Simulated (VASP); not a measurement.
A run of VASP 6.6.1:

Contents of INCAR:

```
ALGO     = Normal         # electronic algorithm
EDIFF    = 1E-6           # SCF threshold, eV
ENCUT    = 520            # plane-wave cutoff, eV
GGA      = PE             # functional
ISIF     = 2              # what is computed and relaxed
ISMEAR   = -1             # smearing method
LASPH    = True           # aspherical terms in the spheres
LCHARG   = False          # write CHGCAR
LREAL    = False          # projectors in reciprocal space
LWAVE    = False          # write WAVECAR
NBANDS   = 55             # bands
NELM     = 60             # most SCF steps
PREC     = Accurate       # precision mode
SIGMA    = 0.05           # smearing width, eV
```

KPOINTS

```
k-points
0
Gamma
  4 4 1
```

Contents of POSCAR:

```
MgRe12
1.0
    5.5200000000      0.0000000000      0.0000000000
    2.7600000000      4.7804600000      0.0000000000
    0.0000000000      0.0000000000     15.4574000000
Re Mg
12 1
Direct
    0.0000000000      0.0000000000      0.0646938683
    0.5000000000      0.0000000000      0.0646938683
    0.0000000000      0.5000000000      0.0646938683
    0.5000000000      0.5000000000      0.0646938683
   -0.1690065943      0.3370700728      0.2049518030
    0.3333312751      0.3325874497      0.2072375691
   -0.1672689724      0.8319948289      0.2046233519
    0.3366490982      0.8308177456      0.2048627195
    0.0010661922      0.0033726880      0.3487123320
    0.5058845762     -0.0089524857      0.3464017881
   -0.0057081266      0.5046579199      0.3468479175
    0.4991377627      0.5000244746      0.3472206839
    0.3285678286      0.3148067341      0.4945656449
```

Potentials or basis: VASP PAW PBE potentials, release 64 (Re, Mg).

The run is started by

```sh
$ cat potpaw_PBE.64/Re/POTCAR potpaw_PBE.64/Mg/POTCAR > POTCAR
$ mpirun -np 1 vasp_std > vasp.out
```

Hardware: 1 thread of Intel(R) Xeon(R) Platinum 8375C CPU @ 2.90GHz (Ice Lake) (shared host).

**Question.** Estimate the wall time of this run.

**Answer.** Wall time 11 min on 1 thread of Intel(R) Xeon(R) Platinum 8375C CPU @ 2.90GHz (Ice Lake), on a shared host, peak memory 0.57 GiB. Counts: scf iterations 26, k points 10.
